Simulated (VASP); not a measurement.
# SnTe (F-43m) in VASP: further runs, part 2 of 2

VASP 6.6.1. Earlier steps stand in the parts before.

**3. Single point, PBEsol (volume scaled by 0.96)**

Input file INCAR:

```
SYSTEM = SnTe
PREC     = Accurate       ! precision mode
ENCUT    = 520            ! plane-wave cutoff, eV
EDIFF    = 1E-6           ! SCF threshold, eV
ISMEAR   = -1             ! smearing method
SIGMA    = 0.05           ! smearing width, eV
LREAL    = .False.        ! projectors in reciprocal space
LASPH    = .True.         ! aspherical terms in the spheres
NELM     = 80             ! most SCF steps
ALGO     = Normal         ! electronic algorithm
ISIF     = 2              ! what is computed and relaxed
LWAVE    = .False.        ! write WAVECAR
LCHARG   = .False.        ! write CHGCAR
GGA      = PS             ! functional
NBANDS   = 17             ! bands
```

Input file KPOINTS:

```
Automatic mesh
0
Gamma
  7 7 7
  0 0 0
```

Input file POSCAR:

```
SnTe
1.0
    0.0000000000      3.5623407469      3.5623407469
    3.5623407469      0.0000000000      3.5623407469
    3.5623407469      3.5623407469      0.0000000000
Te Sn
1 1
Direct
    0.2500000000      0.2500000000      0.2500000000
    0.0000000000      0.0000000000      0.0000000000
```

Potentials or basis: VASP PAW PBE potentials, release 64 (Te, Sn_d).

Launch:

```console
cat potpaw_PBE.64/Te/POTCAR potpaw_PBE.64/Sn_d/POTCAR > POTCAR
mpirun -np 1 vasp_std > vasp.out
```

OUTCAR:

```text
SYSTEM = SnTe
   PREC = Accurate
   ENCUT = 520
   EDIFF = 1E-6
   ISMEAR = -1
   LREAL = .False.
   LASPH = .True.
   NELM = 80
   ISIF = 2
   GGA = PS

 ion  position               nearest neighbor table
   1  0.250  0.250  0.250-   2 3.09   2 3.09   2 3.09   2 3.09
   2  0.000  0.000  0.000-   1 3.09   1 3.09   1 3.09   1 3.09

  LATTYP: Found a face centered cubic cell.
 ALAT       =     7.1246814938

  Lattice vectors:

[... 579 lines left out ...]

------------------------ aborting loop because EDIFF is reached ----------------------------------------

  FORCE on cell =-STRESS in cart. coord.  units (eV):
  Direction    XX          YY          ZZ          XY          YZ          ZX
  --------------------------------------------------------------------------------------
  -------------------------------------------------------------------------------------
  Total       -0.2541579     -0.2541579     -0.2541579      0.0000000      0.0000000     -0.0000000
  in kB       -4.5037876     -4.5037876     -4.5037876      0.0000000      0.0000000     -0.0000000
  external PRESSURE =      -4.5037876 kB  Pullay stress =       0.0000000 kB

 VOLUME and BASIS-vectors are now :
 -----------------------------------------------------------------------------
  energy-cutoff  :      520.00
  volume of cell :       90.41
      direct lattice vectors                 reciprocal lattice vectors
     0.000000000  3.562340747  3.562340747    -0.140357152  0.140357152  0.140357152
     3.562340747  0.000000000  3.562340747     0.140357152 -0.140357152  0.140357152
     3.562340747  3.562340747  0.000000000     0.140357152  0.140357152 -0.140357152

 POSITION                                       TOTAL-FORCE (eV/Angst)
 -----------------------------------------------------------------------------------
      1.78117      1.78117      1.78117         0.000000     -0.000000     -0.000000
      0.00000      0.00000      0.00000        -0.000000      0.000000      0.000000
 -----------------------------------------------------------------------------------
    total drift:                               -0.000000     -0.000000     -0.000000

  FREE ENERGIE OF THE ION-ELECTRON SYSTEM (eV)
  ---------------------------------------------------
  free  energy   TOTEN  =        -7.6241211839 eV

  energy  without entropy=       -7.6210818634  energy(sigma->0) =       -7.62260152
```

OSZICAR:

```text
N       E                     dE             d eps       ncg     rms          rms(c)
DAV:   1     0.123439392124E+03    0.12344E+03   -0.93354E+03   689   0.121E+03
DAV:   2     0.475887302529E+01   -0.11868E+03   -0.11496E+03   706   0.301E+02
DAV:   3    -0.736337026132E+01   -0.12122E+02   -0.12031E+02   825   0.918E+01
DAV:   4    -0.774114029737E+01   -0.37777E+00   -0.37748E+00   770   0.170E+01
DAV:   5    -0.775870443185E+01   -0.17564E-01   -0.17564E-01  1006   0.348E+00    0.494E+00
DAV:   6    -0.762991207835E+01    0.12879E+00   -0.31325E-01   864   0.296E+00    0.325E+00
DAV:   7    -0.762372724896E+01    0.61848E-02   -0.74999E-02   749   0.106E+00    0.105E+00
DAV:   8    -0.762352853427E+01    0.19871E-03   -0.95815E-03   801   0.654E-01    0.243E-01
DAV:   9    -0.762394452790E+01   -0.41599E-03   -0.20602E-03   735   0.281E-01    0.592E-02
DAV:  10    -0.762401049709E+01   -0.65969E-04   -0.34537E-04   816   0.112E-01    0.362E-02
DAV:  11    -0.762412204201E+01   -0.11154E-03   -0.21946E-04   700   0.674E-02    0.439E-02
DAV:  12    -0.762412047930E+01    0.15627E-05   -0.86053E-06   788   0.156E-02    0.200E-02
DAV:  13    -0.762412118392E+01   -0.70462E-06   -0.37770E-06   724   0.851E-03
   1 F= -.76241212E+01 E0= -.76226015E+01  d E =-.303932E-02
```

Wall time 30 s (1 thread of Intel Xeon Platinum 8488C (Sapphire Rapids), shared host); peak memory 0.24 GiB.

Results:

```yaml
Free_energy: -7.6241 eV
Pressure: -0.5 GPa
Band_gap_on_the_k_mesh: 0.18 eV, indirect (least direct gap 0.74 eV)
```

Levels at points of the mesh, in eV from the valence-band top:
| k point | band 7 | band 8 | band 9 | band 10 | band 11 | band 12 | band 13 | band 14 |
| --- | --- | --- | --- | --- | --- | --- | --- | --- |
| (0.00, 0.00, 0.00) | -4.94 | -1.86 | -1.86 | -1.86 | 1.12 | 1.12 | 1.12 | 4.13 |

Caveat: the PAW data sets were made with another functional, which shifts forces and pressure a little; spin-orbit coupling is left out, which moves the levels of the heavy elements. A k mesh can miss the band edges.

**4. Single point, LDA (volume scaled by 0.98)**

Input file INCAR:

```
PREC = Accurate
ENCUT = 520
EDIFF = 1E-7
ISMEAR = -1
SIGMA = 0.05
LREAL = False
LASPH = True
NELM = 60
ALGO = Normal
ISIF = 2
LWAVE = False
LCHARG = False
NBANDS = 17
```

Input file KPOINTS:

```
Automatic mesh
0
Gamma
  7 7 7
```

Input file POSCAR:

```
SnTe
1.0
    0.0000000000      3.5869093905      3.5869093905
    3.5869093905      0.0000000000      3.5869093905
    3.5869093905      3.5869093905      0.0000000000
Te Sn
1 1
Direct
    0.2500000000      0.2500000000      0.2500000000
    0.0000000000      0.0000000000      0.0000000000
```

Potentials or basis: VASP PAW LDA potentials, release 64 (Te, Sn_d).

Launch:

```console
cat potpaw_LDA.64/Te/POTCAR potpaw_LDA.64/Sn_d/POTCAR > POTCAR
mpirun -np 1 vasp_std > vasp.out
```

Run time: 25 s. Hardware: 1 thread of Intel Xeon Platinum 8488C (Sapphire Rapids), shared host; peak memory 0.2 GiB.

It converged, with:

| Quantity | Value |
| --- | --- |
| Free energy | -8.0183 eV |
| Pressure | -1.8 GPa |
| Band gap on the k mesh | 0.21 eV, indirect (least direct gap 0.73 eV) |

Levels at points of the mesh, in eV from the valence-band top:
```csv
k point,band 8,band 9,band 10,band 11,band 12,band 13
"(0.00, 0.00, 0.00)",-1.76,-1.76,-1.76,1.15,1.15,1.15
```

Caveat: spin-orbit coupling is left out, which moves the levels of the heavy elements. A k mesh can miss the band edges.

**5. Single point, LDA (volume scaled by 1.04)**

Input file INCAR:

```
PREC = Accurate
ENCUT = 520
EDIFF = 1E-6
ISMEAR = -1
SIGMA = 0.05
LREAL = F
LASPH = T
NELM = 100
ALGO = Normal
ISIF = 2
LWAVE = F
LCHARG = F
NBANDS = 17
```

Input file KPOINTS:

```
regular mesh
0
Gamma
  7 7 7
```

Input file POSCAR:

```
SnTe
1.0
    0.0000000000      3.6586665285      3.6586665285
    3.6586665285      0.0000000000      3.6586665285
    3.6586665285      3.6586665285      0.0000000000
Te Sn
1 1
Direct
    0.2500000000      0.2500000000      0.2500000000
    0.0000000000      0.0000000000      0.0000000000
```

Launch:

```console
cat potpaw_LDA.64/Te/POTCAR potpaw_LDA.64/Sn_d/POTCAR > POTCAR
mpirun -np 1 vasp_std > vasp.out
```

Run time: 26 s. Hardware: 1 thread of Intel Xeon Platinum 8488C (Sapphire Rapids), shared host; peak memory 0.21 GiB.

Results (log left out):

```
Free energy            : -7.9362 eV
Pressure               : -2.9 GPa
Band gap on the k mesh : 0.33 eV, indirect (least direct gap 0.79 eV)
```

Levels at points of the mesh, in eV from the valence-band top:
```
           k point  band 7  band 8  band 9  band 10  band 11  band 12  band 13  band 14
(0.00, 0.00, 0.00)   -5.16   -1.58   -1.58    -1.58     1.23     1.23     1.23     4.12
```

Caveat: spin-orbit coupling is left out, which moves the levels of the heavy elements.

**6. Summary**

```csv
level,potentials or basis,cell,gap on the mesh (eV),pressure (GPa)
PBEsol,"VASP PAW PBE potentials, release 64 (Te, Sn_d)","a = 5.003 Å, angles 60.0°, 2 atoms",0.13,0.1
PBEsol,"VASP PAW PBE potentials, release 64 (Te, Sn_d)","a = 5.038 Å, angles 60.0°, 2 atoms",0.18,-0.5
LDA,"VASP PAW LDA potentials, release 64 (Te, Sn_d)","a = 5.073 Å, angles 60.0°, 2 atoms",0.21,-1.8
LDA,"VASP PAW LDA potentials, release 64 (Te, Sn_d)","a = 5.174 Å, angles 60.0°, 2 atoms",0.33,-2.9
```

Alike in all rows: task single point; no spin polarisation; k mesh 7 × 7 × 7; cutoff (eV) 520; smearing fermi-dirac 0.05 eV.

Caveats: spin-orbit coupling is left out, which moves the levels of the heavy elements; the PAW data sets were made with another functional, which shifts forces and pressure a little (some runs).

Total energies depend on the potentials used, so only differences within one code and one set of settings carry meaning.
